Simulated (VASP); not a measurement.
# Zn11Sn5 (P1) in VASP: a series of runs

Runs on Zn11Sn5. Level: PBE. Tasks: single point.

Program: VASP 6.6.1. These are calculated values, not measurements. Logs are shortened: lines on timing, memory, paths and dates and some standing lists are left out, and cuts for length are marked.

## (1) The cell of the first run

The typed cell holds 16 atoms: a = 7.548 Å, b = 6.565 Å, c = 6.562 Å, α = 92.30°, β = 82.86°, γ = 81.60°.

## (2) Single point, PBE

File INCAR:

```
SYSTEM = Zn11Sn5
  ALGO = Normal
  EDIFF = 1E-6
  ENCUT = 520
  GGA = PE
  ISIF = 2
  ISMEAR = 0
  ISYM = 0
  LASPH = .True.
  LCHARG = .False.
  LREAL = Auto
  LWAVE = .False.
  NBANDS = 115
  NELM = 80
  PREC = Accurate
  SIGMA = 0.1
```

File KPOINTS:

```
Automatic mesh
0
Gamma
  2 2 2
  0.5 0.5 0.5
```

File POSCAR:

```
Zn11Sn5
1.0
    7.5173642418      0.5196129274      0.4431832385
    0.5196129274      6.5423662717     -0.1499197529
    0.4431832385     -0.1499197529      6.5449601454
Zn Sn
11 5
Direct
    0.9440771229      0.0907989568      0.8456489793
    0.6062688759      1.0396976327      0.8725523104
    1.0487710279      0.3924167522      1.0834773580
    0.3592080716      0.1654273134      0.1876233699
    0.4557628944      0.5766707882      1.1517151637
    0.7036763050      0.2592545190      0.2093251646
    0.0495836915      0.4557774104      0.6757989140
    0.1377107513      0.6612130583      0.3601075499
    0.2836238588      0.1768814638      0.8086018577
    0.4129505430      0.4050678243      0.5092672414
    0.8313775865      0.7924755551      0.6035288402
    0.0083236327      1.1195499496      0.4033980700
    0.4654656071      0.8803710514      0.4925347479
    0.7920995722      0.7696251431      0.1438086275
    0.6668293878      0.4589493004      0.7737738021
    0.2188556948      0.7477252959      0.8880484134
```

Potentials or basis: VASP PAW PBE potentials, release 64 (Zn, Sn_d).

Run with:

```console
$ cat potpaw_PBE.64/Zn/POTCAR potpaw_PBE.64/Sn_d/POTCAR > POTCAR
$ mpirun -np 1 vasp_std > vasp.out
```

OUTCAR:

```text
SYSTEM = Zn11Sn5
   EDIFF = 1E-6
   ENCUT = 520
   GGA = PE
   ISIF = 2
   ISMEAR = 0
   ISYM = 0
   LASPH = .True.
   LREAL = Auto
   NELM = 80
   PREC = Accurate

 ion  position               nearest neighbor table
   1  0.944  0.091  0.846-   2 2.61   9 2.69   3 2.74  11 2.77   7 2.86  16 2.88   6 2.89  12 2.90
                            15 3.05  14 3.17
   2  0.606  0.040  0.873-   9 2.56   1 2.61  11 2.62   4 2.62   6 2.82  14 2.90  15 2.94  13 3.04

   3  0.049  0.392  0.083-   9 2.58   8 2.69   7 2.72   1 2.74   4 2.76  12 2.83  14 2.89   6 2.90
                            16 3.07
   4  0.359  0.165  0.188-   9 2.62   2 2.62  10 2.69   3 2.76   6 2.78  13 2.90  12 2.91   5 2.91

   5  0.456  0.577  0.152-   8 2.58  10 2.65   6 2.66  15 2.79  16 2.79   4 2.91  13 2.95  14 2.99

   6  0.704  0.259  0.209-   5 2.66   4 2.78  10 2.79  12 2.82   2 2.82   1 2.89   3 2.90  14 3.19
                            15 3.22
   7  0.050  0.456  0.676-   8 2.59   9 2.61  11 2.65   3 2.72  10 2.79   1 2.86  12 2.86  16 2.86
                            15 2.88
   8  0.138  0.661  0.360-   5 2.58   7 2.59  11 2.65   3 2.69  10 2.78  12 3.02  14 3.13  16 3.17
                            13 3.23
   9  0.284  0.177  0.809-   2 2.56   3 2.58   7 2.61   4 2.62   1 2.69  10 2.69  13 2.86  16 2.98

  10  0.413  0.405  0.509-   5 2.65   4 2.69   9 2.69   8 2.78   6 2.79  15 2.79   7 2.79  13 3.21
                            16 3.33
  11  0.831  0.792  0.604-   2 2.62   8 2.65   7 2.65   1 2.77  15 2.87  13 2.93  12 2.96  14 3.07

  12  0.008  0.120  0.403-   6 2.82   3 2.83   7 2.86   1 2.90   4 2.91  11 2.96   8 3.02  14 3.51
                            13 3.70  15 3.72
  13  0.465  0.880  0.493-   9 2.86   4 2.90  11 2.93   5 2.95   2 3.04  14 3.13  10 3.21  16 3.23
                             8 3.23  15 3.64  12 3.70
  14  0.792  0.770  0.144-   3 2.89   2 2.90   5 2.99  11 3.07  13 3.13   8 3.13   1 3.17   6 3.19
                            15 3.42  16 3.42  12 3.51
  15  0.667  0.459  0.774-  10 2.79   5 2.79  11 2.87   7 2.88   2 2.94   1 3.05   6 3.22  14 3.42
                            16 3.60  13 3.64  12 3.72
  16  0.219  0.748  0.888-   5 2.79   7 2.86   1 2.88   9 2.98   3 3.07   8 3.17  13 3.23  10 3.33
                            14 3.42  15 3.60

IMPORTANT INFORMATION: All symmetrisations will be switched off!
NOSYMM: (Re-)initialisation of all symmetry stuff for point group C_1.

----------------------------------------------------------------------------------------

                                     Primitive cell

  volume of cell :     318.5999

  direct lattice vectors                    reciprocal lattice vectors
     7.517364242  0.519612927  0.443183239     0.134328533 -0.010882892 -0.009345162
     0.519612927  6.542366272 -0.149919753    -0.010882892  0.153811867  0.004260156
     0.443183239 -0.149919753  6.544960145    -0.009345162  0.004260156  0.153519697

  length of vectors
     7.548322603  6.564680492  6.561660660     0.135092280  0.154255233  0.153862856

  position of ions in fractional coordinates (direct lattice)
     0.944077123  0.090798957  0.845648979
     0.606268876  0.039697633  0.872552310
     0.048771028  0.392416752  0.083477358
     0.359208072  0.165427313  0.187623370
     0.455762894  0.576670788  0.151715164
     0.703676305  0.259254519  0.209325165
[... 8 lines left out ...]
     0.666829388  0.458949300  0.773773802
     0.218855695  0.747725296  0.888048413

  ion indices of the primitive-cell ions
   primitive index   ion index
                 1           1
                 2           2
                 3           3
                 4           4
                 5           5
                 6           6
[... 8 lines left out ...]
                15          15
                16          16

----------------------------------------------------------------------------------------

 KPOINTS: Automatic mesh

Automatic generation of k-mesh.
 Grid dimensions read from file:
 generate k-points for:    2    2    2

 Generating k-lattice:

  Cartesian coordinates                     Fractional coordinates (reciprocal lattice)
     0.067164267 -0.005441446 -0.004672581     0.500000000  0.000000000  0.000000000
    -0.005441446  0.076905934  0.002130078     0.000000000  0.500000000  0.000000000
    -0.004672581  0.002130078  0.076759849     0.000000000  0.000000000  0.500000000

  Length of vectors
     0.067546140  0.077127616  0.076931428

  Shift w.r.t. Gamma in fractional coordinates (k-lattice)
     0.500000000  0.500000000  0.500000000

 Subroutine IBZKPT returns following result:
 ===========================================

 Found      4 irreducible k-points:

 Following reciprocal coordinates:
            Coordinates               Weight
  0.250000  0.250000  0.250000      2.000000
 -0.250000  0.250000  0.250000      2.000000
  0.250000 -0.250000  0.250000      2.000000
 -0.250000 -0.250000  0.250000      2.000000
   k-points           NKPTS =      4   k-points in BZ     NKDIM =      4   number of bands    NBANDS=    115
   number of dos      NEDOS =    301   number of ions     NIONS =     16
   total plane-waves  NPLWV = 140000
   dimension x,y,z NGX =    56 NGY =   50 NGZ =   50
   dimension x,y,z NGXF=   112 NGYF=  100 NGZF=  100
   ions per type =              11   5
   NGX,Y,Z   is equivalent  to a cutoff of  12.33, 12.66, 12.67 a.u.
   NGXF,Y,Z  is equivalent  to a cutoff of  24.67, 25.32, 25.34 a.u.
 SYSTEM =  Zn11Sn5
   PREC   = accura    normal or accurate (medium, high low for compatibility)
   ISTART =      0    job   : 0-new  1-cont  2-samecut
   ICHARG =      2    charge: 1-file 2-atom 10-const
   ISPIN  =      1    spin polarized calculation?
   LNONCOLLINEAR =      F non collinear calculations
   LSORBIT =      F    spin-orbit coupling
   LASPH  =      T    aspherical Exc in radial PAW
   ENCUT  =  520.0 eV  38.22 Ry    6.18 a.u.  14.03 12.21 12.20*2*pi/ulx,y,z
   NELM   =     80;   NELMIN=  2; NELMDL= -5     # of ELM steps
   EDIFF  = 0.1E-05   stopping-criterion for ELM
   LREAL  =      T    real-space projection
   EDIFFG = 0.1E-04   stopping-criterion for IOM
   NSW    =      0    number of steps for IOM
   IBRION =     -1    ionic relax: 0-MD 1-quasi-New 2-CG
   NFREE  =      0    steps in history (QN), initial steepest desc. (CG)
   ISIF   =      2    stress and relaxation
   ISYM   =      0    0-nonsym 1-usesym 2-fastsym
   POTIM  = 0.5000    time-step for ionic-motion
   TEBEG  =    0.0;   TEEND  =   0.0 temperature during run
   PSTRESS=    0.0 pullay stress
   NELECT =     202.0000    total number of electrons
   NUPDOWN=      -1.0000    fix difference up-down
   EMIN   =  10.00;   EMAX   =-10.00  energy-range for DOS
   EFERMI =   0.00;   METHOD = LEGACY
   ISMEAR =     0;   SIGMA  =   0.10  broadening in eV -4-tet -1-fermi 0-gaus
   EFERMI_NEDOS =   21; number of points for ismear=-14 and -15
   IALGO  =     38    algorithm
   IMIX   =      4    mixing-type and parameters
     AMIX     =   0.40;   BMIX     =  1.00
     AMIX_MAG =   1.60;   BMIX_MAG =  1.00
  volume/ion in A,a.u.               =      19.91       134.38
  Fermi-wavevector in a.u.,A,eV,Ry     =   1.406404  2.657718 26.911946  1.977972
  Thomas-Fermi vector in A             =   2.528768
   LORBIT       =      0    0 simple, 1 ext, 2 COOP (PROOUT), +10 PAW based schemes
   GGA     = PE    functional components
   LHFCALC =     F    Hartree Fock is set to
   AEXX    =    0.0000 exact exchange contribution
   IVDW    =     0    specifies the selected vdW correction
   LEPSILON=     F    determine dielectric tensor
   LRPA    =     F    only Hartree local field effects (RPA)
 non-spin polarized calculation
 Gauss-broadening in eV      SIGMA  =   0.10
  energy-cutoff  :      520.00
  volume of cell :      318.60
 maximum number of plane-waves:      8597
   NGX = 29   NGY = 25   NGZ = 25

 number of electron     201.9999995 magnetization

 Free energy of the ion-electron system (eV)
  ---------------------------------------------------
  ext. energy  EPLUGINS =         0.00000000
  ---------------------------------------------------
  free energy    TOTEN  =       -31.20295764 eV

  energy without entropy =      -31.20290110  energy(sigma->0) =      -31.20292937

 E-fermi :   4.7067     XC(G=0): -10.7294

 val. band max:        4.4567183912   @ k =   0.2500   0.2500   0.2500
 cond. band min:       4.9579683159   @ k =  -0.2500  -0.2500   0.2500
 fundamental gap:      0.5012499247
 Fermi energy:         4.7066564614

 k-point     1 :       0.2500    0.2500    0.2500
  band No.  band energies     occupation
      1     -16.7749      2.00000
      2     -16.7465      2.00000
      3     -16.7386      2.00000
      4     -16.7331      2.00000
      5     -16.7185      2.00000
      6     -16.6761      2.00000
[... 105 lines left out ...]
    112       7.5342      0.00000
    113       7.6771      0.00000

 k-point     2 :      -0.2500    0.2500    0.2500
  band No.  band energies     occupation
      1     -16.7726      2.00000
      2     -16.7476      2.00000
      3     -16.7375      2.00000
      4     -16.7336      2.00000
      5     -16.7158      2.00000
      6     -16.6759      2.00000
[... 105 lines left out ...]
    112       8.0333      0.00000
    113       8.3095      0.00000

 k-point     3 :       0.2500   -0.2500    0.2500
  band No.  band energies     occupation
      1     -16.7749      2.00000
      2     -16.7466      2.00000
      3     -16.7384      2.00000
      4     -16.7330      2.00000
      5     -16.7185      2.00000
      6     -16.6761      2.00000
[... 105 lines left out ...]
    112       7.8872      0.00000
    113       8.0172      0.00000

 k-point     4 :      -0.2500   -0.2500    0.2500
  band No.  band energies     occupation
      1     -16.7725      2.00000
      2     -16.7477      2.00000
      3     -16.7372      2.00000
      4     -16.7335      2.00000
      5     -16.7159      2.00000
      6     -16.6763      2.00000
[... 105 lines left out ...]
    112       7.9862      0.00000
    113       8.2454      0.00000
 [bands above 113 left out]

------------------------ aborting loop because EDIFF is reached ----------------------------------------

  FORCE on cell =-STRESS in cart. coord.  units (eV):
  Direction    XX          YY          ZZ          XY          YZ          ZX
  --------------------------------------------------------------------------------------
  -------------------------------------------------------------------------------------
  Total        0.7352150      0.2817990      0.4569075      0.0652207     -0.0206031      0.0287302
  in kB        3.6972546      1.4171130      2.2976997      0.3279822     -0.1036088      0.1444788
  external PRESSURE =       2.4706891 kB  Pullay stress =       0.0000000 kB

 VOLUME and BASIS-vectors are now :
 -----------------------------------------------------------------------------
  energy-cutoff  :      520.00
  volume of cell :      318.60
      direct lattice vectors                 reciprocal lattice vectors
     7.517364242  0.519612927  0.443183239     0.134328533 -0.010882892 -0.009345162
     0.519612927  6.542366272 -0.149919753    -0.010882892  0.153811867  0.004260156
     0.443183239 -0.149919753  6.544960145    -0.009345162  0.004260156  0.153519697

 POSITION                                       TOTAL-FORCE (eV/Angst)
 -----------------------------------------------------------------------------------
      7.51893      0.95782      5.93953         0.002150     -0.006240     -0.000996
      4.96487      0.44393      5.97356         0.002742     -0.005851      0.004154
      0.60753      2.58016      0.50914        -0.005439      0.003692      0.006339
      2.86941      1.24081      1.36238         0.001068     -0.006532      0.015452
      3.79302      3.98687      1.10850         0.003448      0.000001      0.002289
      5.51727      2.03040      1.64302        -0.005819      0.013884      0.007982
[... 8 lines left out ...]
      5.59420      3.23310      5.29104        -0.011695      0.014840      0.002534
      2.42731      4.87248      5.79714         0.013718     -0.011911     -0.008438
 -----------------------------------------------------------------------------------
    total drift:                                0.006743     -0.005433     -0.006815

  FREE ENERGIE OF THE ION-ELECTRON SYSTEM (eV)
  ---------------------------------------------------
  free  energy   TOTEN  =       -31.2029576396 eV

  energy  without entropy=      -31.2029011040  energy(sigma->0) =      -31.20292937
```

Run time: 3.7 min. Hardware: 1 thread of AMD EPYC 7R13 (Zen 3), shared host; peak memory 0.37 GiB.

Results:

```
Free energy            : -31.2030 eV
Pressure               : 0.2 GPa
Largest force          : 0.020 eV/Å
Band gap on the k mesh : 0.50 eV, indirect (least direct gap 0.56 eV)
```

Forces on the atoms (eV/Å):
```
Zn   0.002 -0.006 -0.001
Zn   0.003 -0.006  0.004
Zn  -0.005  0.004  0.006
Zn   0.001 -0.007  0.015
Zn   0.003  0.000  0.002
Zn  -0.006  0.014  0.008
Zn  -0.001 -0.007 -0.009
Zn   0.003  0.007  0.010
Zn   0.007 -0.006 -0.016
Zn  -0.003 -0.001  0.006
Zn  -0.008 -0.004 -0.004
Sn   0.007 -0.006  0.004
Sn  -0.012  0.013 -0.008
Sn   0.007  0.001 -0.012
Sn  -0.012  0.015  0.003
Sn   0.014 -0.012 -0.008
```

Levels at points of the mesh, in eV from the valence-band top:
```tsv
k point	band 97	band 98	band 99	band 100	band 101	band 102	band 103	band 104	band 105	band 106
(0.25, 0.25, 0.25)	-0.90	-0.65	-0.57	-0.27	0.00	0.68	0.88	0.99	1.21	1.60
```

Caveat: spin-orbit coupling is left out, which moves the levels of the heavy elements. A k mesh can miss the band edges.

## (3) Single point, PBE

This run uses another cell than the first one, of 20.09 Å³/atom, 1.009 times its volume.

File INCAR:

```
SYSTEM = Zn11Sn5
PREC = Accurate
ENCUT = 520
EDIFF = 1E-6
ISMEAR = 0
SIGMA = 0.1
LREAL = Auto
LASPH = .TRUE.
NELM = 100
ALGO = Normal
ISIF = 2
LWAVE = .FALSE.
LCHARG = .FALSE.
GGA = PE
NBANDS = 115
ISYM = 0
```

KPOINTS is that of step 2.

File POSCAR:

```
Zn11Sn5
1.0
    6.5636187192     -0.0059506842     -0.0390064613
   -0.0059506842      6.5828327233      0.0270759261
   -0.0390064613      0.0270759261      7.4398060918
Zn Sn
11 5
Direct
    0.4354454828     -0.0763945570      0.0526912387
    0.0376859633      0.8956512288      0.6464026881
    0.4982000575      0.3532434311      1.0903769763
    0.6129068243      0.0667228458      0.3558376005
    0.8271896309      0.3969947268      0.2924963781
    0.0860431627      0.5141523442      0.5426744015
    0.1881866405      0.6097944506      0.1527464687
    0.8912117809      0.7913529337      0.3228135214
    0.7637515759      0.2745666794      0.6320986268
    0.3276634806      0.6436627541      0.8204407529
    0.6137755225      0.9043655135      0.7118997797
    0.9024114296      0.0845926301      0.9827001107
    0.8435733519      0.5830414114     -0.0965289477
    0.1740192059      0.1310013877      0.3287701879
    0.3128561817      0.2139604354      0.7611342887
    0.4918465146      0.6306114190      0.4240807648
```

Potentials or basis: VASP PAW PBE potentials, release 64 (Zn, Sn_d).

Run with:

```console
$ cat potpaw_PBE.64/Zn/POTCAR potpaw_PBE.64/Sn_d/POTCAR > POTCAR
$ mpirun -np 1 vasp_std > vasp.out
```

Run time: 3.7 min. Hardware: 1 thread of AMD EPYC 7R13 (Zen 3), shared host; peak memory 0.36 GiB.

Results (log left out):

```yaml
Free_energy: -30.7153 eV
Pressure: 0.1 GPa
Largest_force: 0.044 eV/Å
Band_gap_on_the_k_mesh: 0.55 eV, indirect (least direct gap 0.57 eV)
```

Forces in eV/Å, atoms in the order of the input:
```
Zn  -0.008 -0.023  0.010
Zn   0.006  0.005 -0.001
Zn  -0.011 -0.007 -0.024
Zn  -0.012 -0.020 -0.010
Zn   0.001  0.011 -0.019
Zn   0.013  0.023  0.006
Zn   0.016 -0.004  0.000
Zn  -0.018  0.029  0.002
Zn  -0.001 -0.002  0.029
Zn   0.019  0.017  0.003
Zn  -0.002 -0.012 -0.005
Sn  -0.004 -0.003  0.021
Sn  -0.015  0.003 -0.009
Sn   0.024 -0.026 -0.017
Sn   0.014 -0.028  0.012
Sn  -0.023  0.037  0.000
```

Stress tensor (GPa, compression positive):
```
 0.07 -0.01  0.04
-0.01  0.12  0.08
 0.04  0.08  0.14
```

Levels at points of the mesh, in eV from the valence-band top:
| k point | band 97 | band 98 | band 99 | band 100 | band 101 | band 102 | band 103 | band 104 | band 105 | band 106 |
| --- | --- | --- | --- | --- | --- | --- | --- | --- | --- | --- |
| (0.25, 0.25, 0.25) | -1.59 | -0.87 | -0.49 | -0.45 | -0.21 | 0.58 | 0.82 | 1.21 | 1.49 | 1.66 |

Caveat: spin-orbit coupling is left out, which moves the levels of the heavy elements.
